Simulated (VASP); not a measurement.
Here is a VASP 6.6.1 calculation.

INCAR

```
ALGO     = Normal         # electronic algorithm
EDIFF    = 1E-6           # SCF threshold, eV
ENCUT    = 520            # plane-wave cutoff, eV
GGA      = PS             # functional
ISIF     = 2              # what is computed and relaxed
ISMEAR   = -1             # smearing method
LASPH    = True           # aspherical terms in the spheres
LCHARG   = False          # write CHGCAR
LREAL    = False          # projectors in reciprocal space
LWAVE    = False          # write WAVECAR
NBANDS   = 18             # bands
NELM     = 100            # most SCF steps
PREC     = Accurate       # precision mode
SIGMA    = 0.05           # smearing width, eV
```

KPOINTS

```
k-points
0
Gamma
  5 5 5
```

File POSCAR:

```
ZnAu
1.0
    3.1470000000      0.0000000000      0.0000000000
    0.0000000000      3.1470000000      0.0000000000
    0.0000000000      0.0000000000      3.1470000000
Au Zn
1 1
Direct
    0.0000000000      0.0000000000      0.0000000000
    0.5000000000      0.5000000000      0.5000000000
```

Potentials or basis: VASP PAW PBE potentials, release 64 (Au, Zn).

Command:

```console
$ cat potpaw_PBE.64/Au/POTCAR potpaw_PBE.64/Zn/POTCAR > POTCAR
$ mpirun -np 1 vasp_std > vasp.out
```

Problem. Predict the pressure.

Solution. -1.7 GPa.

Caveat: the k points lie up to 0.40 Å⁻¹ apart; the PAW data sets were made with another functional, which shifts forces and pressure a little.
